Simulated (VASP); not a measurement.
# Be (P6_3/mmc) in VASP: further runs

Runs on Be. Level: PBE+D3(BJ). Tasks: single point.

All numbers are computed with VASP 6.6.1; they aren't measurements. Logs are shortened: lines on timing, memory, paths and dates and some standing lists are left out, and cuts for length are marked.

## 1. The cell of the first run

The structure is hexagonal, space group P6_3/mmc (No. 194). The conventional cell has a = 2.237 Å, b = 2.237 Å, c = 3.532 Å, α = 90.00°, β = 90.00°, γ = 120.00°. Be (site symmetry -6m2) has 12 Be at 2.19 to 2.24 Å within 2.9 Å.

## 2. Single point, PBE+D3(BJ) (7.65 Å³/atom)

Input file INCAR:

```
SYSTEM = Be
  ALGO = Normal
  EDIFF = 1E-7
  ENCUT = 520
  GGA = PE
  ISIF = 2
  ISMEAR = 0
  IVDW = 12
  LASPH = .True.
  LCHARG = .True.
  LELF = .True.
  LREAL = .False.
  LVHAR = .True.
  LWAVE = .False.
  NBANDS = 9
  NELM = 100
  PREC = Accurate
  SIGMA = 0.1
```

Input file KPOINTS:

```
k-points
0
Gamma
  21 21 12
  0 0 0
```

Input file POSCAR:

```
Be
1.0
    2.2370365383      0.0000000000      0.0000000000
   -1.1185182692      1.9373304714      0.0000000000
    0.0000000000      0.0000000000      3.5318446582
Be
2
Direct
    0.3333333333      0.6666666667      0.2500000000
    0.6666666667      0.3333333333      0.7500000000
```

Potentials or basis: VASP PAW PBE potentials, release 64 (Be).

The run is started by

```console
cat potpaw_PBE.64/Be/POTCAR > POTCAR
mpirun -np 1 vasp_std > vasp.out
```

OUTCAR:

```text
SYSTEM = Be
   EDIFF = 1E-7
   ENCUT = 520
   GGA = PE
   ISIF = 2
   ISMEAR = 0
   IVDW = 12
   LASPH = .True.
   LREAL = .False.
   NELM = 100
   PREC = Accurate
 IVDW          = 12

 ion  position               nearest neighbor table
   1  0.333  0.667  0.250-   2 2.19   2 2.19   2 2.19   2 2.19   2 2.19   2 2.19
   2  0.667  0.333  0.750-   1 2.19   1 2.19   1 2.19   1 2.19   1 2.19   1 2.19

  LATTYP: Found a hexagonal cell.
 ALAT       =     2.2370365383
 C/A-ratio  =     1.5788050833

  Lattice vectors:

 A1 = (   2.2370365383,   0.0000000000,   0.0000000000)
 A2 = (  -1.1185182692,   1.9373304714,   0.0000000000)
 A3 = (   0.0000000000,   0.0000000000,   3.5318446582)

Analysis of symmetry for initial positions (statically):
=====================================================================
 Subroutine PRICEL returns:
 Original cell was already a primitive cell.

 Routine SETGRP: Setting up the symmetry group for a
 hexagonal supercell.

 Subroutine GETGRP returns: Found 24 space group operations
 (whereof 12 operations were pure point group operations)
 out of a pool of 24 trial point group operations.

The static configuration has the point symmetry D_3d.
 The point group associated with its full space group is D_6h.

Analysis of symmetry for dynamics (positions and initial velocities):
=====================================================================
 Subroutine PRICEL returns:
 Original cell was already a primitive cell.

 Routine SETGRP: Setting up the symmetry group for a
 hexagonal supercell.

 Subroutine GETGRP returns: Found 24 space group operations
 (whereof 12 operations were pure point group operations)
 out of a pool of 24 trial point group operations.

The dynamic configuration has the point symmetry D_3d.
 The point group associated with its full space group is D_6h.

 Subroutine INISYM returns: Found 24 space group operations
 (whereof 12 operations are pure point group operations),
 and found     1 'primitive' translations

----------------------------------------------------------------------------------------

                                     Primitive cell

  volume of cell :      15.3066

  direct lattice vectors                    reciprocal lattice vectors
     2.237036538  0.000000000  0.000000000     0.447019967  0.258087098  0.000000000
    -1.118518269  1.937330471  0.000000000     0.000000000  0.516174197  0.000000000
     0.000000000  0.000000000  3.531844658     0.000000000  0.000000000  0.283138161

  length of vectors
     2.237036538  2.237036538  3.531844658     0.516174197  0.516174197  0.283138161

[... 88 lines left out ...]
   POTIM  = 0.5000    time-step for ionic-motion
   TEBEG  =    0.0;   TEEND  =   0.0 temperature during run
   PSTRESS=    0.0 pullay stress
   NELECT =       4.0000    total number of electrons
   NUPDOWN=      -1.0000    fix difference up-down
   EMIN   =  10.00;   EMAX   =-10.00  energy-range for DOS
   EFERMI =   0.00;   METHOD = LEGACY
   ISMEAR =     0;   SIGMA  =   0.10  broadening in eV -4-tet -1-fermi 0-gaus
   EFERMI_NEDOS =   21; number of points for ismear=-14 and -15
   IALGO  =     38    algorithm
   IMIX   =      4    mixing-type and parameters
     AMIX     =   0.40;   BMIX     =  1.00
     AMIX_MAG =   1.60;   BMIX_MAG =  1.00
  volume/ion in A,a.u.               =       7.65        51.65
  Fermi-wavevector in a.u.,A,eV,Ry     =   1.046651  1.977884 14.904897  1.095479
  Thomas-Fermi vector in A             =   2.181498
   LORBIT       =      0    0 simple, 1 ext, 2 COOP (PROOUT), +10 PAW based schemes
   GGA     = PE    functional components
   LHFCALC =     F    Hartree Fock is set to
   AEXX    =    0.0000 exact exchange contribution
   IVDW    =    12    specifies the selected vdW correction
   LEPSILON=     F    determine dielectric tensor
   LRPA    =     F    only Hartree local field effects (RPA)
 non-spin polarized calculation
 Gauss-broadening in eV      SIGMA  =   0.10
  energy-cutoff  :      520.00
  volume of cell :       15.31
 maximum number of plane-waves:       424
 NGX is ok and might be reduce to    18
   NGX =  9   NGY =  9   NGZ = 13

 number of electron       4.0000000 magnetization

 Free energy of the ion-electron system (eV)
  ---------------------------------------------------
  ext. energy  EPLUGINS =         0.00000000
  ---------------------------------------------------
  free energy    TOTEN  =        -7.52351491 eV

  energy without entropy =       -7.52204681  energy(sigma->0) =       -7.52278086

 E-fermi :   7.3393     XC(G=0): -10.7130

 val. band max:        7.3347078921   @ k =   0.3333   0.0476   0.0000
 cond. band min:       7.3628324332   @ k =   0.3333   0.2857   0.0833
 fundamental gap:      0.0281245411
 Fermi energy:         7.3392717738

 k-point     1 :       0.0000    0.0000    0.0000
  band No.  band energies     occupation
      1      -4.2365      2.00000
      2       2.7106      2.00000
      3       8.4724      0.00000
      4      23.7598      0.00000
      5      23.7598      0.00000
      6      26.6581      0.00000
      7      26.6581      0.00000
      8      28.7170      0.00000
      9      34.9825      0.00000
[... 265 lines left out ...]
 k-point    24 :       0.1905    0.0952    0.0000
  band No.  band energies     occupation
      1      -2.3812      2.00000
      2       5.1493      2.00000
      3       8.7427      0.00000
      4      15.7555      0.00000
      5      18.1189      0.00000
      6      23.9780      0.00000
      7      24.7715      0.00000
      8      25.7930      0.00000
      9      29.6269      0.00000

 [... further k-points ...]

------------------------ aborting loop because EDIFF is reached ----------------------------------------

 Edisp (eV)   -0.73454

 E8    (eV) :    -0.2546

  FORCE on cell =-STRESS in cart. coord.  units (eV):
  Direction    XX          YY          ZZ          XY          YZ          ZX
  --------------------------------------------------------------------------------------
  -------------------------------------------------------------------------------------
  Total      -0.34187    -0.34187    -0.34238     0.00000     0.00000     0.00000
  in kB     -35.78444   -35.78444   -35.83802     0.00000     0.00000     0.00000
  external pressure =      -35.80 kB  Pullay stress =        0.00 kB

 VOLUME and BASIS-vectors are now :
 -----------------------------------------------------------------------------
  energy-cutoff  :      520.00
  volume of cell :       15.31
      direct lattice vectors                 reciprocal lattice vectors
     2.237036538  0.000000000  0.000000000     0.447019967  0.258087098  0.000000000
    -1.118518269  1.937330471  0.000000000     0.000000000  0.516174197  0.000000000
     0.000000000  0.000000000  3.531844658     0.000000000  0.000000000  0.283138161

 POSITION                                       TOTAL-FORCE (eV/Angst)
 -----------------------------------------------------------------------------------
     -0.00000      1.29155      0.88296         0.000000      0.000000      0.000000
      1.11852      0.64578      2.64888        -0.000000      0.000000      0.000000
 -----------------------------------------------------------------------------------
    total drift:                                0.000000     -0.000000      0.000000

  FREE ENERGIE OF THE ION-ELECTRON SYSTEM (eV)
  ---------------------------------------------------
  free  energy   TOTEN  =        -8.2580522736 eV

  energy  without entropy=       -8.2565841686  energy(sigma->0) =       -8.25731822
```

stdout:

```text
POSCAR found type information on POSCAR Be
 POSCAR found :  1 types and       2 ions
 scaLAPACK will be used
 LDA part: xc-table for (Slater+PW92), standard interpolation
 POSCAR, INCAR and KPOINTS ok, starting setup
 FFT: planning ... GRIDC
 FFT: planning ... GRID_SOFT
 FFT: planning ... GRID
 WAVECAR not read
 entering main loop
```

Wall time 15 s (1 thread of Intel Xeon 6975P-C (Granite Rapids), shared host); peak memory 0.16 GiB.

Results:

```yaml
Free_energy: -8.2581 eV
Pressure: -3.6 GPa
Band_gap_on_the_k_mesh: zero (bands 2 and 3 overlap by 2.12 eV)
Dispersion_energy_per_atom: -0.367 eV
```

Caveat: the cell stands under tension.

## 3. Single point, PBE+D3(BJ) (7.88 Å³/atom)

This run uses another cell than the first one, of 7.88 Å³/atom.

Input file INCAR:

```
ALGO     = Normal         # electronic algorithm
EDIFF    = 1E-7           # SCF threshold, eV
ENCUT    = 520            # plane-wave cutoff, eV
GGA      = PE             # functional
ISIF     = 2              # what is computed and relaxed
ISMEAR   = 0              # smearing method
IVDW     = 12             # dispersion correction
LASPH    = T              # aspherical terms in the spheres
LCHARG   = F              # write CHGCAR
LREAL    = F              # projectors in reciprocal space
LWAVE    = F              # write WAVECAR
NBANDS   = 9              # bands
NELM     = 100            # most SCF steps
PREC     = Accurate       # precision mode
SIGMA    = 0.1            # smearing width, eV
```

Input file KPOINTS:

```
k-points
0
Gamma
  21 21 12
```

Input file POSCAR:

```
Be
1.0
    2.2595395637      0.0000000000      0.0000000000
   -1.1297697818      1.9568186630      0.0000000000
    0.0000000000      0.0000000000      3.5626773226
Be
2
Direct
    0.3333333333      0.6666666667      0.2500000000
    0.6666666667      0.3333333333      0.7500000000
```

Potentials or basis: VASP PAW PBE potentials, release 64 (Be).

The run is started by

```console
cat potpaw_PBE.64/Be/POTCAR > POTCAR
mpirun -np 1 vasp_std > vasp.out
```

Run time: 14 s. Hardware: 1 thread of Intel Xeon 6975P-C (Granite Rapids), shared host; peak memory 0.16 GiB.

It converged, with:

```yaml
Free_energy: -8.2434 eV
Pressure: -6.9 GPa
Band_gap_on_the_k_mesh: zero (bands 2 and 3 overlap by 2.09 eV)
Dispersion_energy_per_atom: -0.356 eV
```

Levels at points of the mesh, in eV from the Fermi level:
| k point | band 1 | band 2 | band 3 | band 4 | band 5 | band 6 |
| --- | --- | --- | --- | --- | --- | --- |
| (0.00, 0.00, 0.00) | -11.41 | -4.51 | 1.06 | 16.03 | 16.03 | 18.88 |
| (0.00, 0.00, 0.50) | -9.25 | -9.25 | 10.66 | 10.66 | 17.68 | 17.68 |

Caveat: the cell stands under tension.
